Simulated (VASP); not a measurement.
KBr: single point with LDA

KBr:

```xyz
2
Lattice="0.1235 3.2925 3.2925 3.4160 0.0000 3.4160 3.2925 3.2925 0.1235" Properties=species:S:1:pos:R:3 pbc="T T T"
K     0.0000    0.0000    0.0000
Br    3.4160    3.2925    3.4160
```

This cell differs from its parent crystal: strain +0.0750 x Voigt [0, 0, 0, 0, 1, 0].

```yaml
Program: VASP 6.6.1
Task: single point
Functional: LDA
Potentials_or_basis: VASP PAW LDA potentials, release 64 (K_sv, Br)
Cutoff: 520 eV
k_mesh: 6 × 6 × 6
Occupations: gaussian, width 0.05 eV
Spin: no spin polarisation
```

The pressure is -1.5 GPa. The band gap on the k mesh is 3.95 eV, direct.

Stress tensor (GPa, compression positive):
```
-1.52  0.00 -0.43
 0.00 -1.56  0.00
-0.43  0.00 -1.52
```

Levels at points of the mesh, in eV from the valence-band top:
```tsv
k point	band 6	band 7	band 8	band 9	band 10	band 11
(0.00, 0.00, 0.00)	-0.17	-0.10	0.00	3.95	6.95	7.26
(0.50, 0.00, 0.00)	-1.35	-0.56	-0.46	6.16	7.94	9.33
(0.00, 0.50, 0.00)	-1.38	-0.45	-0.32	6.18	7.69	9.20
(0.50, 0.50, 0.00)	-0.96	-0.40	-0.39	5.45	6.77	9.06
(0.50, 0.00, 0.50)	-0.96	-0.51	-0.27	5.43	6.81	9.08
```

Run time: 14 s on 1 thread of Intel(R) Xeon(R) 6975P-C (Granite Rapids), with other jobs on the host, peak memory 0.19 GiB.

Caveat: the cell differs from its parent crystal (strain +0.0750 x Voigt [0, 0, 0, 0, 1, 0]).
